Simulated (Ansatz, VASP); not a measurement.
# Mn: VASP beside Ansatz

```
Mn
1.0
     2.57210    0.00000    0.00000
     0.00000    2.57210    0.00000
     0.00000    0.00000    3.45806
Mn
2
Cartesian
  2.5721 0.0000 0.0000
  1.2860 1.2860 1.7290
```

Alike in both runs: task single point; functional PBE; k mesh 20 × 20 × 15; occupations fermi-dirac, width 0.05 eV; collinear spin.

```csv
,VASP,Ansatz
version,VASP 6.6.1,Ansatz 0.2.0
potentials or method,"VASP PAW PBE potentials, release 64 (Mn_pv), cutoff 500 eV","plane waves (420 eV) with PAW, scalar-relativistic"
valence electrons in the cell,26,30
```

Ansatz gave:

```
net moment per atom (μB)                                      : 0.00
size of the moment on the site where the two differ most (μB) : 1.80
```

Q: Estimate VASP's values.

A: net moment per atom (μB): 0.00; size of the moment on the site where the two differ most (μB): 1.87.

Site moments also hang on the region over which each program counts them. VASP's potentials hold 26 valence electrons a cell and Ansatz's 30, so a difference there can come from the potentials and not from the codes.
